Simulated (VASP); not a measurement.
**ZnAu: relaxation of cell and atoms with PBE**

Crystal: ZnAu.

```xyz
2
Lattice="3.1930 0.0000 0.0000 0.0000 3.1930 0.0000 0.0000 0.0000 3.1930" Properties=species:S:1:pos:R:3 pbc="T T T"
Zn    1.5965    1.5965    1.5965
Au    0.0000    0.0000    0.0000
```

```
Program                : VASP 6.6.1
Task                   : relaxation of cell and atoms
Functional             : PBE
Potentials or basis    : VASP PAW PBE potentials, release 64 (Zn, Au)
Cutoff                 : 600 eV
k mesh                 : 14 × 14 × 14
Occupations            : gaussian, width 0.1 eV
Spin                   : no spin polarisation
Dipole correction      : no
Further INCAR settings : ALGO = Normal; EDIFF = 1e-06; IBRION = 2; EDIFFG = -0.01; NSW = 80; ISIF = 3
```

| Property | Result |
| --- | --- |
| Relaxed volume | 16.20 Å³/atom |
| Relaxed cell | a = 3.188 Å, b = 3.188 Å, c = 3.188 Å, α = 90.00°, β = 90.00°, γ = 90.00° |
| Space group after relaxing (to 0.05 Å) | Pm-3m (No. 221) |
| Energy gained by relaxing | 0.1 meV/atom |
| Ionic steps | 3 |
| Pressure after relaxing | 0.0 GPa |

Step by step:
```
step  energy change (eV)  largest force (eV/Å)  pressure (GPa)  volume (Å³)
   1              0.0000                0.0000           -0.62        32.55
   2             -0.0001                0.0000            0.47        32.26
   3             -0.0003                0.0000            0.02        32.40
```

Final structure:
```
Zn Au
1.0
     3.18798    0.00000    0.00000
     0.00000    3.18798    0.00000
     0.00000    0.00000    3.18798
Zn Au
1 1
Direct
  0.50000 0.50000 0.50000
  0.00000 0.00000 0.00000
```

Levels at points of the mesh, in eV from the Fermi level:
```tsv
k point	band 8	band 9	band 10	band 11	band 12	band 13	band 14	band 15
(0.00, 0.00, 0.00)	-5.28	-3.67	-3.67	-3.67	4.95	4.95	4.95	8.38
(0.50, 0.00, 0.00)	-5.31	-4.75	-4.75	-3.81	-2.36	10.36	10.88	10.90
(0.50, 0.50, 0.00)	-4.01	-4.01	-3.12	-1.81	-1.81	0.71	2.28	10.21
(0.50, 0.50, 0.50)	-6.17	-3.07	-3.07	1.30	3.36	3.73	3.73	3.73
```

It took 2.3 min on 1 thread of AMD EPYC 7R43 64-Core Processor (Zen 3), on a shared host, peak memory 0.2 GiB.

Caveat: spin-orbit coupling is left out, which moves the levels of the heavy elements.
